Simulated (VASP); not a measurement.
# CaO (Lime) (Fm-3m) in VASP: a series of runs

CaO (Lime) is run at these levels: PBEsol; tasks: relaxation of cell and atoms.

Everything below comes from runs of VASP 6.6.1. Logs are shortened: lines on timing, memory, paths and dates and some standing lists are left out, and cuts for length are marked.

### Step 1. The cell of the first run

Symmetry: Fm-3m, No. 225, cubic system. The conventional cell has a = 4.813 Å, b = 4.813 Å, c = 4.813 Å, α = 90.00°, β = 90.00°, γ = 90.00°. Ca (site symmetry m-3m) has 6 O at 2.41 Å within 3.2 Å. O (site symmetry m-3m) has 6 Ca at 2.41 Å within 3.2 Å.

### Step 2. Relaxation of cell and atoms, PBEsol

INCAR

```
PREC = Accurate
ENCUT = 600
EDIFF = 1E-6
ISMEAR = 0
SIGMA = 0.01
LREAL = F
LASPH = T
NELM = 100
ALGO = Normal
ISIF = 3
LWAVE = F
LCHARG = F
GGA = PS
IBRION = 2
NSW = 80
EDIFFG = -0.01
```

KPOINTS

```
Automatic mesh
0
Gamma
  7 7 7
```

POSCAR

```
CaO
1.0
    0.0000000000      2.4065000000      2.4065000000
    2.4065000000      0.0000000000      2.4065000000
    2.4065000000      2.4065000000      0.0000000000
Ca O
1 1
Direct
    0.0000000000      0.0000000000      0.0000000000
    0.5000000000      0.5000000000      0.5000000000
```

Potentials or basis: VASP PAW PBE potentials, release 64 (Ca_sv, O).

Started as:

```sh
> cat potpaw_PBE.64/Ca_sv/POTCAR potpaw_PBE.64/O/POTCAR > POTCAR
> mpirun -np 1 vasp_std > vasp.out
```

OUTCAR:

```text
PREC = Accurate
   ENCUT = 600
   EDIFF = 1E-6
   ISMEAR = 0
   LREAL = F
   LASPH = T
   NELM = 100
   ISIF = 3
   GGA = PS
   IBRION = 2
   NSW = 80
   EDIFFG = -0.01

 ion  position               nearest neighbor table
   1  0.000  0.000  0.000-   2 2.41   2 2.41   2 2.41   2 2.41   2 2.41   2 2.41
   2  0.500  0.500  0.500-   1 2.41   1 2.41   1 2.41   1 2.41   1 2.41   1 2.41

  LATTYP: Found a face centered cubic cell.
 ALAT       =     4.8130000000

  Lattice vectors:

 A1 = (   0.0000000000,   2.4065000000,   2.4065000000)
 A2 = (   2.4065000000,   0.0000000000,   2.4065000000)
 A3 = (   2.4065000000,   2.4065000000,   0.0000000000)

Analysis of symmetry for initial positions (statically):
=====================================================================
 Subroutine PRICEL returns:
 Original cell was already a primitive cell.

 Routine SETGRP: Setting up the symmetry group for a
 face centered cubic supercell.

 Subroutine GETGRP returns: Found 48 space group operations
 (whereof 48 operations were pure point group operations)
 out of a pool of 48 trial point group operations.

The static configuration has the point symmetry O_h .

Analysis of symmetry for dynamics (positions and initial velocities):
=====================================================================
 Subroutine PRICEL returns:
 Original cell was already a primitive cell.

 Routine SETGRP: Setting up the symmetry group for a
 face centered cubic supercell.

 Subroutine GETGRP returns: Found 48 space group operations
 (whereof 48 operations were pure point group operations)
 out of a pool of 48 trial point group operations.

The dynamic configuration has the point symmetry O_h .

 Subroutine INISYM returns: Found 48 space group operations
 (whereof 48 operations are pure point group operations),
 and found     1 'primitive' translations

----------------------------------------------------------------------------------------

                                     Primitive cell

  volume of cell :      27.8732

  direct lattice vectors                    reciprocal lattice vectors
     0.000000000  2.406500000  2.406500000    -0.207770621  0.207770621  0.207770621
     2.406500000  0.000000000  2.406500000     0.207770621 -0.207770621  0.207770621
     2.406500000  2.406500000  0.000000000     0.207770621  0.207770621 -0.207770621

  length of vectors
     3.403304938  3.403304938  3.403304938     0.359869272  0.359869272  0.359869272

  position of ions in fractional coordinates (direct lattice)
     0.000000000  0.000000000  0.000000000
     0.500000000  0.500000000  0.500000000

  ion indices of the primitive-cell ions
   primitive index   ion index
                 1           1
                 2           2

----------------------------------------------------------------------------------------

 KPOINTS: Automatic mesh

Automatic generation of k-mesh.
 Grid dimensions read from file:
 generate k-points for:    7    7    7

 Generating k-lattice:

  Cartesian coordinates                     Fractional coordinates (reciprocal lattice)
    -0.029681517  0.029681517  0.029681517     0.142857143  0.000000000  0.000000000
     0.029681517 -0.029681517  0.029681517     0.000000000  0.142857143  0.000000000
     0.029681517  0.029681517 -0.029681517     0.000000000  0.000000000  0.142857143

  Length of vectors
     0.051409896  0.051409896  0.051409896

  Shift w.r.t. Gamma in fractional coordinates (k-lattice)
     0.000000000  0.000000000  0.000000000

 Subroutine IBZKPT returns following result:
 ===========================================

 Found     20 irreducible k-points:

 Following reciprocal coordinates:
            Coordinates               Weight
  0.000000  0.000000  0.000000      1.000000
  0.142857  0.000000  0.000000      8.000000
  0.285714  0.000000  0.000000      8.000000
  0.428571  0.000000  0.000000      8.000000
  0.142857  0.142857  0.000000      6.000000
  0.285714  0.142857  0.000000     24.000000
[... 12 lines left out ...]
 -0.428571  0.428571  0.142857     24.000000
 -0.285714  0.428571  0.142857     24.000000
   k-points           NKPTS =     20   k-points in BZ     NKDIM =     20   number of bands    NBANDS=     12
   number of dos      NEDOS =    301   number of ions     NIONS =      2
   total plane-waves  NPLWV =  21952
   dimension x,y,z NGX =    28 NGY =   28 NGZ =   28
   dimension x,y,z NGXF=    56 NGYF=   56 NGZF=   56
   ions per type =               1   1
   NGX,Y,Z   is equivalent  to a cutoff of  13.68, 13.68, 13.68 a.u.
   NGXF,Y,Z  is equivalent  to a cutoff of  27.36, 27.36, 27.36 a.u.
 SYSTEM =  unknown system
   PREC   = accura    normal or accurate (medium, high low for compatibility)
   ISTART =      0    job   : 0-new  1-cont  2-samecut
   ICHARG =      2    charge: 1-file 2-atom 10-const
   ISPIN  =      1    spin polarized calculation?
   LNONCOLLINEAR =      F non collinear calculations
   LSORBIT =      F    spin-orbit coupling
   LASPH  =      T    aspherical Exc in radial PAW
   ENCUT  =  600.0 eV  44.10 Ry    6.64 a.u.   6.80  6.80  6.80*2*pi/ulx,y,z
   NELM   =    100;   NELMIN=  2; NELMDL= -5     # of ELM steps
   EDIFF  = 0.1E-05   stopping-criterion for ELM
   LREAL  =      F    real-space projection
   EDIFFG = -.1E-01   stopping-criterion for IOM
   NSW    =     80    number of steps for IOM
   IBRION =      2    ionic relax: 0-MD 1-quasi-New 2-CG
   NFREE  =      1    steps in history (QN), initial steepest desc. (CG)
   ISIF   =      3    stress and relaxation
   ISYM   =      2    0-nonsym 1-usesym 2-fastsym
   POTIM  = 0.5000    time-step for ionic-motion
   TEBEG  =    0.0;   TEEND  =   0.0 temperature during run
   PSTRESS=    0.0 pullay stress
   NELECT =      16.0000    total number of electrons
   NUPDOWN=      -1.0000    fix difference up-down
   EMIN   =  10.00;   EMAX   =-10.00  energy-range for DOS
   EFERMI =   0.00;   METHOD = LEGACY
   ISMEAR =     0;   SIGMA  =   0.01  broadening in eV -4-tet -1-fermi 0-gaus
   EFERMI_NEDOS =   21; number of points for ismear=-14 and -15
   IALGO  =     38    algorithm
   IMIX   =      4    mixing-type and parameters
     AMIX     =   0.40;   BMIX     =  1.00
     AMIX_MAG =   1.60;   BMIX_MAG =  1.00
  volume/ion in A,a.u.               =      13.94        94.05
  Fermi-wavevector in a.u.,A,eV,Ry     =   1.360564  2.571093 25.186211  1.851134
  Thomas-Fermi vector in A             =   2.487215
   LORBIT       =      0    0 simple, 1 ext, 2 COOP (PROOUT), +10 PAW based schemes
   GGA     = PS    functional components
   LHFCALC =     F    Hartree Fock is set to
   AEXX    =    0.0000 exact exchange contribution
   IVDW    =     0    specifies the selected vdW correction
   LEPSILON=     F    determine dielectric tensor
   LRPA    =     F    only Hartree local field effects (RPA)
 conjugate gradient relaxation of ions
 non-spin polarized calculation
 Gauss-broadening in eV      SIGMA  =   0.01
  energy-cutoff  :      600.00
  volume of cell :       27.87
 maximum number of plane-waves:       950
   NGX = 13   NGY = 13   NGZ = 13

--------------------------------------- Ionic step        1  -------------------------------------------

 number of electron      15.9999998 magnetization

 Free energy of the ion-electron system (eV)
  ---------------------------------------------------
  ext. energy  EPLUGINS =         0.00000000
  ---------------------------------------------------
  free energy    TOTEN  =       -13.40913281 eV

  energy without entropy =      -13.40913281  energy(sigma->0) =      -13.40913281

------------------------ aborting loop because EDIFF is reached ----------------------------------------

  FORCE on cell =-STRESS in cart. coord.  units (eV):
  Direction    XX          YY          ZZ          XY          YZ          ZX
  --------------------------------------------------------------------------------------
  -------------------------------------------------------------------------------------
  Total       -0.4536219     -0.4536219     -0.4536219      0.0000000     -0.0000000     -0.0000000
  in kB      -26.0745594    -26.0745594    -26.0745594      0.0000000     -0.0000000     -0.0000000
  external PRESSURE =     -26.0745594 kB  Pullay stress =       0.0000000 kB

 VOLUME and BASIS-vectors are now :
 -----------------------------------------------------------------------------
  energy-cutoff  :      600.00
  volume of cell :       27.87
      direct lattice vectors                 reciprocal lattice vectors
     0.000000000  2.406500000  2.406500000    -0.207770621  0.207770621  0.207770621
     2.406500000  0.000000000  2.406500000     0.207770621 -0.207770621  0.207770621
     2.406500000  2.406500000  0.000000000     0.207770621  0.207770621 -0.207770621
[... 37 lines left out ...]
 POSITION                                       TOTAL-FORCE (eV/Angst)
 -----------------------------------------------------------------------------------
      2.38017      2.38017      4.76034         0.000000      0.000000      0.000000
      2.38017      2.38017      2.38017        -0.000000     -0.000000     -0.000000
 -----------------------------------------------------------------------------------
    total drift:                                0.000000      0.000000      0.000000

  FREE ENERGIE OF THE ION-ELECTRON SYSTEM (eV)
  ---------------------------------------------------
  free  energy   TOTEN  =       -13.4138355777 eV

  energy  without entropy=      -13.4138355777  energy(sigma->0) =      -13.41383558

--------------------------------------- Ionic step        3  -------------------------------------------

 number of electron      15.9999997 magnetization

 Free energy of the ion-electron system (eV)
  ---------------------------------------------------
  ext. energy  EPLUGINS =         0.00000000
  ---------------------------------------------------
  free energy    TOTEN  =       -13.41464404 eV

  energy without entropy =      -13.41464404  energy(sigma->0) =      -13.41464404

 E-fermi :   2.4312     XC(G=0): -10.8351

 val. band max:        2.3065144975   @ k =   0.0000   0.0000   0.0000
 cond. band min:       5.9292920455   @ k =   0.4286   0.4286   0.0000
 fundamental gap:      3.6227775480
 Fermi energy:         2.4311531602

 k-point     1 :       0.0000    0.0000    0.0000
  band No.  band energies     occupation
      1     -34.9984      2.00000
      2     -15.8245      2.00000
      3     -15.8245      2.00000
      4     -15.8245      2.00000
      5     -13.1766      2.00000
      6       2.3065      2.00000
      7       2.3065      2.00000
      8       2.3065      2.00000
      9       7.0325      0.00000
     10       8.5471      0.00000
     11       8.5471      0.00000
     12       8.5471      0.00000

 k-point     2 :       0.1429    0.0000    0.0000
  band No.  band energies     occupation
      1     -34.9767      2.00000
      2     -16.1341      2.00000
      3     -15.8356      2.00000
      4     -15.8356      2.00000
      5     -12.8545      2.00000
      6       1.6095      2.00000
      7       2.0245      2.00000
      8       2.0245      2.00000
      9       7.9074      0.00000
     10       8.5025      0.00000
     11       8.9046      0.00000
     12       8.9046      0.00000
[... 290 lines left out ...]
 POSITION                                       TOTAL-FORCE (eV/Angst)
 -----------------------------------------------------------------------------------
      0.00000      0.00000      0.00000         0.000000     -0.000000      0.000000
      2.38733      2.38733      2.38733        -0.000000      0.000000     -0.000000
 -----------------------------------------------------------------------------------
    total drift:                                0.000000      0.000000      0.000000

  FREE ENERGIE OF THE ION-ELECTRON SYSTEM (eV)
  ---------------------------------------------------
  free  energy   TOTEN  =       -13.4146440394 eV

  energy  without entropy=      -13.4146440394  energy(sigma->0) =      -13.41464404

 reached required accuracy - stopping structural energy minimisation
```

Wall time 29 s (1 thread of AMD EPYC 7R43 (Zen 3), shared host); peak memory 0.13 GiB.

Results:

- Free energy: -13.4146 eV
- Relaxed volume: 13.61 Å³/atom
- Relaxed cell: a = 3.376 Å, b = 3.376 Å, c = 3.376 Å, α = 60.00°, β = 60.00°, γ = 60.00°
- Space group after relaxing (to 0.05 Å): Fm-3m (No. 225)
- Energy gained by relaxing: 2.8 meV/atom
- Ionic steps: 3
- Pressure after relaxing: 0.0 GPa
- Band gap on the k mesh: 3.62 eV, indirect (least direct gap 4.00 eV)

The path:
```csv
step,energy change (eV),largest force (eV/Å),pressure (GPa),volume (Å³)
1,0.0000,0.0000,-2.61,27.87
2,-0.0047,0.0000,1.07,26.97
3,-0.0055,0.0000,0.01,27.21
```

Final structure:
```
Ca O
1.0
     0.00000    2.38733    2.38733
     2.38733    0.00000    2.38733
     2.38733    2.38733    0.00000
Ca O
1 1
Direct
  0.00000 0.00000 0.00000
  0.50000 0.50000 0.50000
```

Levels at points of the mesh, in eV from the valence-band top:
```csv
k point,band 5,band 6,band 7,band 8,band 9,band 10,band 11,band 12
"(0.00, 0.00, 0.00)",-15.48,0.00,0.00,0.00,4.73,6.24,6.24,6.24
```

Caveat: the PAW data sets were made with another functional, which shifts forces and pressure a little.

### Step 3. Relaxation of cell and atoms, PBEsol, target pressure 10 GPa, at which the enthalpy is minimised

INCAR

```
ALGO = Normal
EDIFF = 1E-6
EDIFFG = -0.01
ENCUT = 600
GGA = PS
IBRION = 2
ISIF = 3
ISMEAR = 0
LASPH = True
LCHARG = False
LREAL = False
LWAVE = False
NELM = 60
NSW = 80
PREC = Accurate
PSTRESS = 100.0
SIGMA = 0.01
```

KPOINTS

```
k-points
0
Gamma
  7 7 7
```

POSCAR is that of step 2.

Potentials or basis: VASP PAW PBE potentials, release 64 (Ca_sv, O).

Started as:

```sh
> cat potpaw_PBE.64/Ca_sv/POTCAR potpaw_PBE.64/O/POTCAR > POTCAR
> mpirun -np 1 vasp_std > vasp.out
```

Wall time 42 s (1 thread of AMD EPYC 7R43 (Zen 3), shared host); peak memory 0.14 GiB.

The run converged. Its results:

| Property | Result |
| --- | --- |
| Free energy | -13.3591 eV |
| Relaxed volume | 12.65 Å³/atom |
| Relaxed cell | a = 3.295 Å, b = 3.295 Å, c = 3.295 Å, α = 60.00°, β = 60.00°, γ = 60.00° |
| Space group after relaxing (to 0.05 Å) | Fm-3m (No. 225) |
| Energy change on relaxing (the enthalpy is what falls) | +25.0 meV/atom |
| Ionic steps | 5 |
| Pressure after relaxing | 9.9 GPa |
| Band gap on the k mesh | 3.58 eV, indirect (least direct gap 3.93 eV) |

Step by step:
```
step  energy change (eV)  largest force (eV/Å)  pressure (GPa)  volume (Å³)
   1              0.0000                0.0000           -2.61        27.87
   2              0.2069                0.0000           21.86        23.68
   3              0.0500                0.0000            9.80        25.30
   4              0.0531                0.0000           10.18        25.25
   5              0.0500                0.0000            9.94        25.30
```

Final structure:
```yaml
crystal:
  lattice:
    - [0.00000, 2.32989, 2.32989]
    - [2.32989, 0.00000, 2.32989]
    - [2.32989, 2.32989, 0.00000]
  atoms:
    - { symbol: Ca, position: [0.00000, 0.00000, 0.00000] }
    - { symbol: O, position: [0.50000, 0.50000, 0.50000] }
```

Levels at points of the mesh, in eV from the valence-band top:
```csv
k point,band 5,band 6,band 7,band 8,band 9,band 10,band 11,band 12
"(0.00, 0.00, 0.00)",-15.63,0.00,0.00,0.00,5.35,6.40,6.40,6.40
```

Caveat: the cell is relaxed towards a set pressure, so the enthalpy falls and the energy may rise; the PAW data sets were made with another functional, which shifts forces and pressure a little. A k mesh can miss the band edges.

### Step 4. Relaxation of cell and atoms, PBEsol, target pressure 20 GPa, at which the enthalpy is minimised

INCAR

```
SYSTEM = CaO
  PREC = Accurate
  ENCUT = 600
  EDIFF = 1E-6
  ISMEAR = 0
  SIGMA = 0.01
  LREAL = .FALSE.
  LASPH = .TRUE.
  NELM = 100
  ALGO = Normal
  ISIF = 3
  LWAVE = .FALSE.
  LCHARG = .FALSE.
  GGA = PS
  IBRION = 2
  NSW = 80
  EDIFFG = -0.01
  PSTRESS = 200.0
```

KPOINTS

```
regular mesh
0
G
  7 7 7
  0 0 0
```

POSCAR is that of step 3.

Started as:

```sh
> cat potpaw_PBE.64/Ca_sv/POTCAR potpaw_PBE.64/O/POTCAR > POTCAR
> mpirun -np 1 vasp_std > vasp.out
```

Run time: 51 s. Hardware: 1 thread of AMD EPYC 7R43 (Zen 3), shared host; peak memory 0.13 GiB.

It converged, with:

```
Free energy                                            : -13.2299 eV
Relaxed volume                                         : 11.95 Å³/atom
Relaxed cell                                           : a = 3.233 Å, b = 3.233 Å, c = 3.233 Å, α = 60.00°, β = 60.00°, γ = 60.00°
Space group after relaxing (to 0.05 Å)                 : Fm-3m (No. 225)
Energy change on relaxing (the enthalpy is what falls) : +89.6 meV/atom
Ionic steps                                            : 7
Pressure after relaxing                                : 20.1 GPa
Band gap on the k mesh                                 : 3.52 eV, indirect (least direct gap 3.85 eV)
```

Step by step:
| step | energy change (eV) | largest force (eV/Å) | pressure (GPa) | volume (Å³) |
| --- | --- | --- | --- | --- |
| 1 | 0.0000 | 0.0000 | -2.61 | 27.87 |
| 2 | 0.9248 | 0.0000 | 58.46 | 20.67 |
| 3 | 0.1667 | 0.0000 | 19.21 | 23.99 |
| 4 | 0.1767 | 0.0000 | 19.83 | 23.91 |
| 5 | 0.1862 | 0.0000 | 20.51 | 23.84 |
| 6 | 0.1713 | 0.0000 | 19.62 | 23.96 |
| 7 | 0.1792 | 0.0000 | 20.06 | 23.89 |

Final structure:
```
CELL_PARAMETERS angstrom
0.00000 2.28596 2.28596
2.28596 0.00000 2.28596
2.28596 2.28596 0.00000
ATOMIC_POSITIONS crystal
Ca 0.00000 0.00000 0.00000
O 0.50000 0.50000 0.50000
```

Levels at points of the mesh, in eV from the valence-band top:
```csv
k point,band 4,band 5,band 6,band 7,band 8,band 9,band 10,band 11,band 12
"(0.00, 0.00, 0.00)",-17.52,-15.74,0.00,0.00,0.00,5.88,6.51,6.51,6.51
```

Caveat: the cell is relaxed towards a set pressure, so the enthalpy falls and the energy may rise; the PAW data sets were made with another functional, which shifts forces and pressure a little.

### Step 5. Relaxation of cell and atoms, PBEsol, target pressure 30 GPa, at which the enthalpy is minimised

INCAR

```
ALGO     = Normal         # electronic algorithm
EDIFF    = 1E-6           # SCF threshold, eV
EDIFFG   = -0.01          # ionic threshold
ENCUT    = 600            # plane-wave cutoff, eV
GGA      = PS             # functional
IBRION   = 2              # ionic algorithm
ISIF     = 3              # what is computed and relaxed
ISMEAR   = 0              # smearing method
LASPH    = True           # aspherical terms in the spheres
LCHARG   = False          # write CHGCAR
LREAL    = False          # projectors in reciprocal space
LWAVE    = False          # write WAVECAR
NELM     = 60             # most SCF steps
NSW      = 80             # ionic steps
PREC     = Accurate       # precision mode
PSTRESS  = 300.0        
SIGMA    = 0.01           # smearing width, eV
```

KPOINTS

```
k-points
0
Gamma
  7 7 7
```

POSCAR is that of step 4.

Started as:

```sh
> cat potpaw_PBE.64/Ca_sv/POTCAR potpaw_PBE.64/O/POTCAR > POTCAR
> mpirun -np 1 vasp_std > vasp.out
```

It took 52 s on 1 thread of AMD EPYC 7R43 (Zen 3), shared host; peak memory 0.14 GiB.

The run converged. Its results:

```yaml
Free_energy: -13.0662 eV
Relaxed_volume: 11.42 Å³/atom
Relaxed_cell: a = 3.184 Å, b = 3.184 Å, c = 3.184 Å, α = 60.00°, β = 60.00°, γ = 60.00°
Space_group_after_relaxing_to_0.05_Å: Fm-3m (No. 225)
Energy_change_on_relaxing_the_enthalpy_is_what_falls: +171.4 meV/atom
Ionic_steps: 7
Pressure_after_relaxing: 29.9 GPa
Band_gap_on_the_k_mesh: 3.46 eV, indirect (least direct gap 3.76 eV)
```

The path:
```csv
step,energy change (eV),largest force (eV/Å),pressure (GPa),volume (Å³)
1,0.0000,0.0000,-2.61,27.87
2,2.4081,0.0000,121.33,17.93
3,0.2980,0.0000,27.35,23.08
4,0.3336,0.0000,29.39,22.88
5,0.3510,0.0000,30.27,22.79
6,0.3403,0.0000,29.80,22.85
7,0.3429,0.0000,29.90,22.83
```

Final structure:
```xyz
2
Lattice="0.0000 2.2517 2.2517 2.2517 0.0000 2.2517 2.2517 2.2517 0.0000" Properties=species:S:1:pos:R:3 pbc="T T T"
Ca    0.0000    0.0000    0.0000
O     2.2517    2.2517    2.2517
```

Levels at points of the mesh, in eV from the valence-band top:
| k point | band 6 | band 7 | band 8 | band 9 | band 10 | band 11 |
| --- | --- | --- | --- | --- | --- | --- |
| (0.00, 0.00, 0.00) | 0.00 | 0.00 | 0.00 | 6.32 | 6.59 | 6.59 |

Caveat: the cell is relaxed towards a set pressure, so the enthalpy falls and the energy may rise; the volume moved by over 15 % at a fixed basis, so the end points are rough; the PAW data sets were made with another functional, which shifts forces and pressure a little. A k mesh can miss the band edges.

(Continued in part 2 of 2.)
